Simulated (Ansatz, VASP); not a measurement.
**One calculation of AlNi, two programs**

Contents of INCAR:

```
PREC = Accurate ; ENCUT = 520
EDIFF = 1E-7 ; ISMEAR = 0
SIGMA = 0.1 ; LREAL = F
LASPH = T ; NELM = 150
ALGO = Normal ; ISIF = 2
LWAVE = F ; LCHARG = T
ISPIN = 2 ; MAGMOM = 0 1
LORBIT = 11 ; LMAXMIX = 4
GGA = PS ; LELF = T
LVHAR = T ; NBANDS = 18
```

KPOINTS

```
Automatic mesh
0
Gamma
  10 10 9
```

POSCAR

```
AlNi
1.0
    1.9859977599     -2.0008476132      0.0000000000
    1.9859977599      2.0008476132      0.0000000000
    0.0000000000      0.0000000000      3.1750555356
Al Ni
1 1
Direct
    0.0000000000      0.0000000000      0.0000000000
    0.5000000000      0.5000000000      0.5000000000
```

Input for Ansatz:

```yaml
crystal:
  lattice:
    - [1.9859977599344378, -2.0008476132004374, 0.0]
    - [1.9859977599344378, 2.0008476132004374, 0.0]
    - [0.0, 0.0, 3.1750555355891676]
  atoms:
    - { symbol: Al, position: [0.0, 0.0, 0.0] }
    - { symbol: Ni, position: [0.5, 0.5, 0.5], spin: 1.0 }
basis:
  ecutwfc: 500.0
kpoints:
  mp_grid:
    grid: [10, 10, 9]
hamiltonian:
  xc: pbesol
magnetization:
  spin_polarized: true
scf:
  convergence:
    dr2_threshold: 1.0e-10
  occupations:
    method: gaussian
    width: 0.1
```

Alike in both runs: task single point; functional PBEsol; k mesh 10 × 10 × 9; occupations gaussian, width 0.1 eV; collinear spin.

|  | VASP | Ansatz |
| --- | --- | --- |
| version | VASP 6.6.1 | Ansatz 0.2.0 |
| potentials or method | VASP PAW PBE potentials, release 64 (Al, Ni), cutoff 520 eV | plane waves, PAW |
| valence electrons in the cell | 13 | 21 |

```tsv
	VASP	Ansatz	Ansatz less VASP
net moment per atom (μB)	0.00	0.00	0.000
```

VASP's potentials were made for PBE, not for PBEsol. With one functional, cell and mesh, what is left measures potentials, basis and numerics. VASP's potentials hold 13 valence electrons a cell and Ansatz's 21, so a difference there can come from the potentials and not from the codes. Ansatz's warnings: seeded moment not kept.
